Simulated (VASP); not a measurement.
Here is a VASP 6.6.1 calculation.

POSCAR

```
SrTiO3
1.0
    3.8977794911      0.0000000000      0.0000000000
    0.0000000000      3.8977794911      0.0000000000
    0.0000000000      0.0000000000      3.8977794911
Sr Ti O
1 1 3
Direct
    0.0000000000      0.0000000000      0.0000000000
    0.5000000000      0.5000000000      0.5000000000
    0.5000000000      0.0000000000      0.5000000000
    0.5000000000      0.5000000000      0.0000000000
    0.0000000000      0.5000000000      0.5000000000
```

INCAR.step1

```
PREC = Accurate ; ENCUT = 520
ISMEAR = 0 ; SIGMA = 0.02
LREAL = False ; LASPH = True
NELM = 150 ; LMAXMIX = 4
LDAU = True ; LDAUTYPE = 2
LDAUL = -1 2 -1 ; LDAUU = 0 4 0
LDAUJ = 0 0 0 ; NBANDS = 28
GGA = PE ; ALGO = Normal
EDIFF = 1E-4 ; LWAVE = True
LCHARG = False
```

The input INCAR.step2:

```
PREC = Accurate ; ENCUT = 520
EDIFF = 1E-6 ; ISMEAR = 0
SIGMA = 0.02 ; LREAL = False
LASPH = True ; NELM = 150
ALGO = Normal ; ISIF = 2
LWAVE = False ; LCHARG = False
LMAXMIX = 4 ; LDAU = True
LDAUTYPE = 2 ; LDAUL = -1 2 -1
LDAUU = 0 4 0 ; LDAUJ = 0 0 0
LDAUPRINT = 1 ; METAGGA = R2SCAN
LMIXTAU = True ; NBANDS = 28
ISTART = 1
```

The input KPOINTS:

```
regular mesh
0
Gamma
  6 6 6
```

Potentials or basis: VASP PAW PBE potentials, release 64 (Sr_sv, Ti_sv, O).

Run with:

```console
$ cat potpaw_PBE.64/Sr_sv/POTCAR potpaw_PBE.64/Ti_sv/POTCAR potpaw_PBE.64/O/POTCAR > POTCAR
$ cp INCAR.step1 INCAR
$ mpirun -np 1 vasp_std > vasp.out
$ cp INCAR.step2 INCAR
$ mpirun -np 1 vasp_std > vasp.out
```

(1) Estimate the band gap on the k mesh.

(2) What does it give for the pressure?

## Answers

(1) 2.88 eV (least direct gap 3.32 eV).

(2) 6.3 GPa.

Caveat: the cell stands under pressure; the PAW data sets were made with another functional, which shifts forces and pressure a little.
